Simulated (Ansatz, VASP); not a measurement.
**Ni3Ge: VASP beside Ansatz**

Contents of INCAR:

```
SYSTEM = Ni3Ge
PREC = Accurate
ENCUT = 520
EDIFF = 1E-7
ISMEAR = 0
SIGMA = 0.1
LREAL = .FALSE.
LASPH = .TRUE.
NELM = 60
ALGO = Normal
ISIF = 2
LWAVE = .FALSE.
LCHARG = .FALSE.
GGA = PS
NBANDS = 30
```

File KPOINTS:

```
regular mesh
0
G
  12 12 12
  0 0 0
```

POSCAR

```
Ni3Ge
1.0
    3.4893066462      0.0000000000      0.0000000000
    0.0000000000      3.4893066462      0.0000000000
    0.0000000000      0.0000000000      3.4893066462
Ni Ge
3 1
Direct
    0.5000000000      0.0000000000      0.5000000000
    0.0000000000      0.5000000000      0.5000000000
    0.5000000000      0.5000000000      0.0000000000
    0.0000000000      0.0000000000      0.0000000000
```

Input for Ansatz:

```yaml
crystal:
  lattice:
    - [3.4893066636, 0.0, 0.0]
    - [0.0, 3.4893066636, 0.0]
    - [0.0, 0.0, 3.4893066636]
  atoms:
    - { symbol: Ni, position: [0.5, 0.0, 0.5] }
    - { symbol: Ni, position: [0.0, 0.5, 0.5] }
    - { symbol: Ni, position: [0.5, 0.5, 0.0] }
    - { symbol: Ge, position: [0.0, 0.0, 0.0] }
basis:
  ecutwfc: 420
kpoints:
  mp_grid: { grid: [12, 12, 12] }
hamiltonian:
  xc: pbesol
scf:
  occupations: { method: gaussian, width: 0.1 }
output:
  forces: true
  stress: true
  eigenvalues: true
```

Alike in both runs: task single point; functional PBEsol; k mesh 12 × 12 × 12; occupations gaussian, width 0.1 eV; no spin polarisation.

|  | VASP | Ansatz |
| --- | --- | --- |
| version | VASP 6.6.1 | Ansatz 0.2.0 |
| potentials or method | VASP PAW PBE potentials, release 64 (Ni, Ge_d), cutoff 520 eV | scalar-relativistic, plane waves, PAW |
| valence electrons in the cell | 44 | 68 |

Ansatz gave:

* gap on the k mesh at the Fermi level (eV): none
* pressure (GPa): 7.2

Estimate VASP's values.

gap on the k mesh at the Fermi level (eV): none; pressure (GPa): 7.4.

VASP's potentials were made for PBE, not for PBEsol. A gap of «none» marks a metal or a gap that the smearing closes. VASP's potentials hold 44 valence electrons a cell and Ansatz's 68, so a difference there can come from the potentials and not from the codes.
